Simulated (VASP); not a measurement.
C, 2 atoms in the cell. The structure is tetragonal, space group I4_1/amd (No. 141). Conventional cell: a = 2.477 Å, b = 2.477 Å, c = 3.676 Å, α = 90.00°, β = 90.00°, γ = 90.00°. C (site symmetry -4m2) has 4 C at 1.54 Å within 2.1 Å.  This cell differs from its parent crystal: volume 5.638 Å^3 an atom, c/a of the conventional cell 1.0494.

```yaml
Program: VASP 6.6.1
Task: single point
Functional: LDA
Potentials_or_basis: VASP PAW LDA potentials, release 64 (C_h)
Cutoff: 910 eV
k_mesh: 12 × 12 × 12
Occupations: gaussian, width 0.05 eV
Spin: no spin polarisation
Dipole_correction: no
Second_run: hard_potentials
Further_INCAR_settings: ALGO = Normal; EDIFF = 1e-06; NBANDS = 11
```

Potentials or basis: VASP PAW LDA potentials, release 64 (C_h).

The run is started by

```console
$ cat potpaw_LDA.64/C_h/POTCAR > POTCAR
$ mpirun -np 1 vasp_std > vasp.out
```

Hardware: 1 thread of AMD EPYC 7R13 Processor (Zen 3) (shared host).

Task: How long does it take, and how much memory?

Result: It took 46 s on 1 thread of AMD EPYC 7R13 Processor (Zen 3) (shared host), peak memory 0.12 GiB. Counts: scf iterations 11, k points 163.
